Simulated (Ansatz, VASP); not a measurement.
GaBiSe3 in VASP and in Ansatz

```
Ga Bi Se
1.0
     6.45550    0.00000    0.00000
    -3.22775    5.59062    0.00000
     0.00000    0.00000    6.79918
Ga Bi Se
2 2 6
Cartesian
  0.0000 0.0000 0.0000
  0.0000 0.0000 3.3996
  0.0000 3.7271 5.0994
  3.2277 1.8635 1.6998
  3.2277 3.6437 5.0994
  1.6861 0.9735 5.0994
  4.7694 0.9735 5.0994
  0.0000 1.9469 1.6998
  1.5417 4.6172 1.6998
  -1.5417 4.6172 1.6998
```

Alike in both runs: functional PBE; k mesh 3 × 3 × 4; occupations gaussian, width 0.1 eV; no spin polarisation.

Ansatz relaxed the structure, and its values are those at the end. VASP's run is a single point on that final structure, the one shown.

|  | VASP | Ansatz |
| --- | --- | --- |
| version | VASP 6.6.1 | Ansatz 0.2.0 |
| potentials or method | VASP PAW PBE potentials, release 64 (Ga_d, Bi_d, Se), cutoff 500 eV | scalar-relativistic, plane waves, PAW |
| valence electrons in the cell | 92 | 152 |

```tsv
	VASP	Ansatz	Ansatz less VASP
gap on the k mesh at the Fermi level (eV)	none	none	-
pressure (GPa)	0.2	0.1	-0.08
rms of the force components (eV/Å)	0.010	0.002	-0.0080
```

A gap of «none» marks a metal or a gap that the smearing closes. VASP's potentials hold 92 valence electrons a cell and Ansatz's 152, so a difference there can come from the potentials and not from the codes.

The k mesh is coarse, so the values compare programs but aren't converged. Spin-orbit coupling is off throughout.
